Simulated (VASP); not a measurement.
Here is a VASP 6.6.1 calculation.

The input INCAR:

```
PREC = Accurate
ENCUT = 520
EDIFF = 1E-6
ISMEAR = -1
SIGMA = 0.05
LREAL = False
LASPH = True
NELM = 80
ALGO = Fast
ISIF = 2
LWAVE = False
LCHARG = False
GGA = PS
NBANDS = 22
```

KPOINTS

```
regular mesh
0
Gamma
  8 8 3
```

POSCAR

```
Na
1.0
    3.7003831212      0.0000000000      0.0000000000
   -1.8501915606      3.2046257867      0.0000000000
    0.0000000000      0.0000000000     12.5373215400
Na
4
Direct
    0.6666666667      0.3333333333      0.7500000000
    0.0000000000      0.0000000000      0.5000000000
    0.3333333333      0.6666666667      0.2500000000
    0.0000000000      0.0000000000      0.0000000000
```

Potentials or basis: VASP PAW PBE potentials, release 64 (Na_pv).

Launch:

```bash
$ cat potpaw_PBE.64/Na_pv/POTCAR > POTCAR
$ mpirun -np 1 vasp_std > vasp.out
```

Question: Estimate the pressure.

Answer: -0.2 GPa.

Question: What does it give for the band gap on the k mesh?

Answer: Zero (band 14 reaches 1.44 eV, above the bottom of band 15 at -1.99 eV).

Stress tensor (GPa, compression positive):
```
 0.17  0.00  0.00
 0.00  0.17  0.00
 0.00  0.00 -0.79
```

Caveat: the PAW data sets were made with another functional, which shifts forces and pressure a little.
